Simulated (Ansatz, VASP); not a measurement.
One calculation of HfN, two programs

File INCAR:

```
SYSTEM = HfN
PREC = Accurate ; ENCUT = 520
EDIFF = 1E-6 ; ISMEAR = 0
SIGMA = 0.15 ; LREAL = .FALSE.
LASPH = .TRUE. ; NELM = 60
ALGO = Normal ; ISIF = 2
LWAVE = .FALSE. ; LCHARG = .TRUE.
GGA = PE ; LELF = .TRUE.
LVHAR = .TRUE. ; NBANDS = 14
```

KPOINTS

```
regular mesh
0
G
  18 18 18
  0 0 0
```

POSCAR

```
HfN
1.0
    0.0000000000      2.2138200000      2.2590000000
    2.2138200000      0.0000000000      2.2590000000
    2.2138200000      2.2138200000      0.0000000000
Hf N
1 1
Direct
    0.0000000000      0.0000000000      0.0000000000
    0.5000000000      0.5000000000      0.5000000000
```

Input for Ansatz:

```yaml
crystal:
  lattice:
    - [0.0, 2.21382, 2.259]
    - [2.21382, 0.0, 2.259]
    - [2.21382, 2.21382, 0.0]
  atoms:
    - { symbol: Hf, position: [0.0, 0.0, 0.0] }
    - { symbol: "N", position: [0.5, 0.5, 0.5] }
basis:
  ecutwfc: 420
kpoints:
  mp_grid: { grid: [18, 18, 18] }
hamiltonian:
  xc: pbe
scf:
  occupations: { method: gaussian, width: 0.15 }
output:
  forces: true
  stress: true
  eigenvalues: true
```

Change from the starting cell: strain -0.0200 x Voigt [1, 1, 0, 0, 0, 0], atoms carried along.

Alike in both runs: task single point; functional PBE; k mesh 18 × 18 × 18; occupations gaussian, width 0.15 eV; no spin polarisation.

```csv
,VASP,Ansatz
version,VASP 6.6.1,Ansatz 0.2.0
potentials or method,"VASP PAW PBE potentials, release 64 (Hf_pv, N), cutoff 520 eV","scalar-relativistic, plane waves, PAW"
valence electrons in the cell,15,31
```

Ansatz gave:

| Quantity | Value |
| --- | --- |
| gap on the k mesh at the Fermi level (eV) | none |
| pressure (GPa) | 18.3 |
| traceless stress, the component that is largest in VASP (GPa) | -7.84 |

Problem. Estimate VASP's values.

Solution. gap on the k mesh at the Fermi level (eV): none; pressure (GPa): 15.8; traceless stress, the component that is largest in VASP (GPa): -7.78.

A gap of «none» marks a metal or a gap that the smearing closes. With one functional, cell and mesh, what is left measures potentials, basis and numerics. VASP's potentials hold 15 valence electrons a cell and Ansatz's 31, so a difference there can come from the potentials and not from the codes.

Neither program's run includes spin-orbit coupling.
